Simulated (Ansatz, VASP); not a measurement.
**Two plane-wave programs on Cd4Se3S**

```xyz
8
Lattice="6.1332 0.0001 0.0001 0.0001 6.1327 0.0007 0.0001 0.0007 6.1339" Properties=species:S:1:pos:R:3 pbc="T T T"
Cd    4.6368    4.6379    1.4981
Cd    4.6368    1.4976    4.6365
Cd    1.4976    4.6359    4.6392
Cd    1.4948    1.4954    1.4956
Se    0.0010    3.0673    3.0669
Se    3.0659    0.0008    3.0672
Se    3.0677    3.0658    0.0017
S    -0.0005   -0.0004   -0.0012
```

Change from the starting cell: cell x1, atoms moved at random (sigma 0.1 Å) and cell strained at random (1.5 %), then relaxed without symmetry.

Alike in both runs: functional PBE; k mesh 2 × 2 × 2; occupations gaussian, width 0.1 eV; no spin polarisation.

Ansatz relaxed the structure, and its values are those at the end. VASP's run is a single point on that final structure, the one shown.

|  | VASP | Ansatz |
| --- | --- | --- |
| version | VASP 6.6.1 | Ansatz 0.2.0 |
| potentials or method | VASP PAW PBE potentials, release 64 (Cd, Se, S), cutoff 520 eV | scalar-relativistic, plane waves, PAW |
| valence electrons in the cell | 72 | 134 |

```csv
,VASP,Ansatz,Ansatz less VASP
gap on the k mesh at the Fermi level (eV),0.58,0.58,+0.001
least direct gap on the mesh (eV),0.58,0.58,+0.001
pressure (GPa),0.3,0.0,-0.26
```

With one functional, cell and mesh, what is left measures potentials, basis and numerics. VASP's potentials hold 72 valence electrons a cell and Ansatz's 134, so a difference there can come from the potentials and not from the codes.

The k mesh is coarse, so the values compare programs but aren't converged.
